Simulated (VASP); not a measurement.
Set up this calculation in VASP 6.6.1, as the native input.

```yaml
Task: single point
Functional: PBE
Potentials_or_basis: VASP PAW PBE potentials, release 64 (Ga_d, N)
Cutoff: 600 eV
k_mesh: 8 × 8 × 8
Occupations: gaussian, width 0.01 eV
Spin: no spin polarisation
Dipole_correction: no
Further_INCAR_settings: ALGO = Normal; EDIFF = 1e-06; NBANDS = 16
```

The structure of GaN lies in POSCAR:

```
GaN
1.0
    0.0000000000      2.2037546017      2.2037546017
    2.2037546017      0.0000000000      2.2037546017
    2.2037546017      2.2037546017      0.0000000000
Ga N
1 1
Direct
    0.0000000000      0.0000000000      0.0000000000
    0.7500000000      0.7500000000      0.7500000000
```

One way to write it, as run:

INCAR

```
SYSTEM = GaN
PREC = Accurate
ENCUT = 600
EDIFF = 1E-6
ISMEAR = 0
SIGMA = 0.01
LREAL = .False.
LASPH = .True.
NELM = 120
ALGO = Normal
ISIF = 2
LWAVE = .False.
LCHARG = .False.
GGA = PE
NBANDS = 16
GGA_COMPAT = .False.
```

KPOINTS

```
regular mesh
0
Gamma
  8 8 8
  0 0 0
```

Potentials or basis: VASP PAW PBE potentials, release 64 (Ga_d, N).

Run with:

```sh
$ cat potpaw_PBE.64/Ga_d/POTCAR potpaw_PBE.64/N/POTCAR > POTCAR
$ mpirun -np 1 vasp_std > vasp.out
```

Results of the run:

| Property | Result |
| --- | --- |
| Pressure | 19.8 GPa |
| Band gap on the k mesh | 2.16 eV, direct |

It took 18 s on 1 thread of Intel(R) Xeon(R) Platinum 8488C (Sapphire Rapids), with other jobs on the host, peak memory 0.16 GiB.
